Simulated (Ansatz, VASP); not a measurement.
**C: VASP beside Ansatz**

```xyz
8
Lattice="-2.4217 2.4217 2.4217 2.4217 -2.4217 2.4217 2.4217 2.4217 -2.4217" Properties=species:S:1:pos:R:3 pbc="T T T"
C    -0.7878    0.7878    0.7878
C     1.6339    1.6339    1.6339
C     0.7878   -0.7878    0.7878
C     0.7878    0.7878   -0.7878
C     1.6339   -1.6339    1.6339
C     0.7878    0.7878    0.7878
C    -1.6339    1.6339    1.6339
C     1.6339    1.6339   -1.6339
```

Alike in both runs: task relaxation of cell and atoms; functional r2SCAN; k mesh 8 × 8 × 8; occupations gaussian, width 0.02 eV; no spin polarisation.

|  | VASP | Ansatz |
| --- | --- | --- |
| version | VASP 6.6.1 | Ansatz 0.2.0 |
| potentials or method | VASP PAW PBE potentials, release 64 (C), cutoff 600 eV | scalar-relativistic, plane waves, PAW |
| valence electrons in the cell | 32 | 32 |

|  | VASP | Ansatz | Ansatz less VASP |
| --- | --- | --- | --- |
| gap on the k mesh at the Fermi level, each at its own relaxed structure (eV) | 3.16 | 3.19 | +0.028 |
| relaxed volume (Å³/atom) | 7.17 | 7.17 | -0.008 |
| relaxed length of the cell vector where the two differ most in proportion (Å) | 4.209 | 4.207 | -0.0015 |

VASP's potentials were made for PBE, not for r2SCAN.
